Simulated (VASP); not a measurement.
## BeTe: single point with HF

Crystal: BeTe.

```
CELL_PARAMETERS angstrom
0.00000 2.82862 2.82862
2.82862 0.00000 2.82862
2.82862 2.82862 0.00000
ATOMIC_POSITIONS crystal
Be 0.00000 0.00000 0.00000
Te 0.25000 0.25000 0.25000
```

```
Program                            : VASP 6.6.1
Task                               : single point
Functional                         : HF
Potentials or basis                : VASP PAW PBE potentials, release 64 (Be, Te)
Cutoff                             : 520 eV
k mesh                             : 6 × 6 × 6
Occupations                        : gaussian, width 0.01 eV
Spin                               : no spin polarisation
Dipole correction                  : no
Grid for exact exchange (PRECFOCK) : Normal
Further INCAR settings             : ALGO = Normal; EDIFF = 1e-07; NBANDS = 11
Share of exact exchange            : 1
```

The pressure is 1.0 GPa. The band gap on the k mesh is 8.06 eV (least direct gap 8.75 eV).

Levels at points of the mesh, in eV from the valence-band top:
```
           k point  band 1  band 2  band 3  band 4  band 5  band 6  band 7  band 8  band 9
(0.00, 0.00, 0.00)  -16.33    0.00    0.00    0.00    8.75   10.63   10.63   10.63   16.14
(0.50, 0.00, 0.00)  -14.38   -7.51   -1.43   -1.43    8.94   11.70   11.70   15.48   17.11
(0.50, 0.50, 0.00)  -13.65   -7.05   -3.43   -3.43    8.06    9.16   16.58   18.63   18.63
```

Wall time 27 min on 1 thread of Intel(R) Xeon(R) Platinum 8488C (Sapphire Rapids), with other jobs on the host, peak memory 0.19 GiB.

Caveat: the PAW data sets were made with another functional, which shifts forces and pressure a little; spin-orbit coupling is left out, which moves the levels of the heavy elements. A k mesh can miss the band edges.
